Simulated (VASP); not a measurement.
Crystal: GaN.

```
CELL_PARAMETERS angstrom
3.21713 0.00000 0.00000
-1.60857 2.78612 0.00000
0.00000 0.00000 10.49541
ATOMIC_POSITIONS crystal
Ga 0.00000 0.00000 0.99965
Ga 0.33333 0.66667 0.24994
Ga 0.00000 0.00000 0.49965
Ga 0.66667 0.33333 0.74994
N 0.00000 0.00000 0.18763
N 0.33333 0.66667 0.43778
N 0.00000 0.00000 0.68763
N 0.66667 0.33333 0.93778
```

| Item | Value |
| --- | --- |
| Program | VASP 6.6.1 |
| Task | relaxation of cell and atoms |
| Functional | r2SCAN |
| Potentials or basis | VASP PAW PBE potentials, release 64 (Ga_d, N) |
| Cutoff | 600 eV |
| k mesh | 12 × 12 × 2 |
| Occupations | fermi-dirac, width 0.02 eV |
| Spin | no spin polarisation |

At the start: pressure -5.2 GPa; volume 11.76 Å³/atom.

How do energy, volume and symmetry change on relaxing?

Over 3 steps the energy falls by 5.4 meV/atom and the volume is 11.43 Å³/atom (-2.8 %); space group P6_3mc (No. 186, to 0.1 Å) before and after.

The path:
```
step  energy change (eV)  largest force (eV/Å)  pressure (GPa)  volume (Å³)
   1              0.0000                0.0092           -5.16        94.07
   2             -0.0009                0.0172            5.68        89.01
   3             -0.0432                0.0048            0.03        91.48
```

Final structure:
```cif
data_structure
_symmetry_space_group_name_H-M 'P 1'
_symmetry_Int_Tables_number 1
_cell_length_a 3.1872
_cell_length_b 3.1872
_cell_length_c 10.3978
_cell_angle_alpha 90.000
_cell_angle_beta 90.000
_cell_angle_gamma 120.000
_cell_volume 91.48
loop_
_atom_site_label
_atom_site_type_symbol
_atom_site_fract_x
_atom_site_fract_y
_atom_site_fract_z
_atom_site_occupancy
Ga1 Ga 0.00000 0.00000 0.99963 1
Ga2 Ga 0.33333 0.66667 0.24993 1
Ga3 Ga 0.00000 0.00000 0.49963 1
Ga4 Ga 0.66667 0.33333 0.74993 1
N1 N 0.00000 0.00000 0.18765 1
N2 N 0.33333 0.66667 0.43779 1
N3 N 0.00000 0.00000 0.68765 1
N4 N 0.66667 0.33333 0.93779 1
```

Caveat: the PAW data sets were made with another functional, which shifts forces and pressure a little.
